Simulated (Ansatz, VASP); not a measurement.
## HfO2 in VASP and in Ansatz

```
Hf O
1.0
     0.00000    2.52176    2.52176
     2.52176    0.00000    2.52176
     2.52176    2.52176    0.00000
Hf O
1 2
Cartesian
  0.0000 0.0000 0.0000
  1.2609 1.2609 1.2609
  3.7826 3.7826 3.7826
```

Alike in both runs: functional PBEsol; k mesh 8 × 8 × 8; no spin polarisation.

Ansatz relaxed the structure, and its values are those at the end. VASP's run is a single point on that final structure, the one shown.

|  | VASP | Ansatz |
| --- | --- | --- |
| version | VASP 6.6.1 | Ansatz 0.2.0 |
| potentials or method | VASP PAW PBE potentials, release 64 (Hf_pv, O), cutoff 520 eV | plane waves, PAW |
| occupations | gaussian, width 0.01 eV | fixed |
| valence electrons in the cell | 22 | 38 |

```csv
,VASP,Ansatz,Ansatz less VASP
pressure (GPa),-3.7,0.0,+3.67
```

VASP's potentials were made for PBE, not for PBEsol. VASP's potentials hold 22 valence electrons a cell and Ansatz's 38, so a difference there can come from the potentials and not from the codes.

Neither program's run includes spin-orbit coupling.
